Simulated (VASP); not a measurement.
Here is a VASP 6.6.1 calculation.

Contents of INCAR:

```
SYSTEM = Sb
PREC = Accurate
ENCUT = 520
EDIFF = 1E-6
ISMEAR = 0
SIGMA = 0.1
LREAL = .FALSE.
LASPH = .TRUE.
NELM = 60
ALGO = Normal
ISIF = 2
LWAVE = .FALSE.
LCHARG = .FALSE.
GGA = PE
NBANDS = 8
```

Contents of KPOINTS:

```
regular mesh
0
G
  16 16 16
  0 0 0
```

POSCAR

```
Sb
1.0
   -1.8964368467      1.8964368467      1.8964368467
    1.8964368467     -1.8964368467      1.8964368467
    1.8964368467      1.8964368467     -1.8964368467
Sb
1
Direct
    0.0000000000      0.0000000000      0.0000000000
```

Potentials or basis: VASP PAW PBE potentials, release 64 (Sb).

Launch:

```sh
$ cat potpaw_PBE.64/Sb/POTCAR > POTCAR
$ mpirun -np 1 vasp_std > vasp.out
```

(1) Estimate the band gap on the k mesh.

(2) Estimate the pressure.

Answers

(1) zero (an odd number of electrons rules out a gap without spin polarisation).

(2) -0.2 GPa.

Caveat: spin-orbit coupling is left out, which moves the levels of the heavy elements.
